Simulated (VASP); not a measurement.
Here is a VASP 6.6.1 calculation.

File INCAR:

```
ALGO = Normal
EDIFF = 1E-8
ENCUT = 520
GGA = PE
ISIF = 2
ISMEAR = -1
ISPIN = 2
LASPH = True
LCHARG = False
LEFG = True
LMAXMIX = 4
LORBIT = 11
LREAL = False
LWAVE = False
MAGMOM = 4 0
NBANDS = 20
NELM = 150
PREC = Accurate
SIGMA = 0.05
```

File KPOINTS:

```
k-points
0
Gamma
  16 16 16
```

File POSCAR:

```
MnO
1.0
    0.0000000000      2.2220000000      2.2220000000
    2.2220000000      0.0000000000      2.2220000000
    2.2220000000      2.2220000000      0.0000000000
Mn O
1 1
Direct
    0.0000000000      0.0000000000      0.0000000000
    0.5000000000      0.5000000000      0.5000000000
```

Potentials or basis: VASP PAW PBE potentials, release 64 (Mn_pv, O).

Command:

```bash
$ cat potpaw_PBE.64/Mn_pv/POTCAR potpaw_PBE.64/O/POTCAR > POTCAR
$ mpirun -np 1 vasp_std > vasp.out
```

Predict the pressure.

0.1 GPa.

Estimate the site moments.

Mn +4.33; O +0.20 μB.

Caveat: a cell with one magnetic atom can't hold antiferromagnetic order, which such compounds often take.
